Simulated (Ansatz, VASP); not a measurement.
## Two plane-wave programs on MgO

Contents of INCAR:

```
SYSTEM = MgO
ALGO = Normal
EDIFF = 1E-6
ENCUT = 840
GGA_COMPAT = .FALSE.
ISIF = 2
ISMEAR = 0
LASPH = .TRUE.
LCHARG = .FALSE.
LREAL = .FALSE.
LWAVE = .FALSE.
NBANDS = 15
NELM = 120
PREC = Accurate
SIGMA = 0.01
```

Contents of KPOINTS:

```
k-points
0
G
  8 8 8
  0 0 0
```

File POSCAR:

```
MgO
1.0
    0.0000000000      2.1061000000      2.1061000000
    2.1061000000      0.0000000000      2.1061000000
    2.1061000000      2.1061000000      0.0000000000
Mg O
1 1
Direct
    0.0000000000      0.0000000000      0.0000000000
    0.5000000000      0.5000000000      0.5000000000
```

Input for Ansatz:

```yaml
crystal:
  lattice:
    - [0.0, 2.1061, 2.1061]
    - [2.1061, 0.0, 2.1061]
    - [2.1061, 2.1061, 0.0]
  atoms:
    - { symbol: Mg, position: [0.0, 0.0, 0.0] }
    - { symbol: O, position: [0.5, 0.5, 0.5] }
hamiltonian:
  xc: lda
  pseudopotentials: { kind: paw }
basis:
  ecutwfc: 420
kpoints:
  mp_grid: { grid: [8, 8, 8] }
scf:
  occupations: { method: fixed }
  lower_state_search: "off"
  max_iter: 60
output:
  forces: true
  stress: true
```

Alike in both runs: task single point; functional LDA; k mesh 8 × 8 × 8; no spin polarisation.

|  | VASP | Ansatz |
| --- | --- | --- |
| version | VASP 6.6.1 | Ansatz 0.2.0 |
| potentials or method | VASP PAW LDA potentials, release 64 (Mg_sv, O), cutoff 840 eV | PAW, plane waves, scalar-relativistic |
| occupations | gaussian, width 0.01 eV | fixed |
| valence electrons in the cell | 16 | 16 |

Ansatz gave:

```
pressure (GPa) : -6.1
```

Question: What did VASP give for the same quantities?

Answer: Pressure (GPa): -5.6.

LDA's correlation is that of Perdew and Zunger in VASP and of Perdew and Wang (1992) in Ansatz.
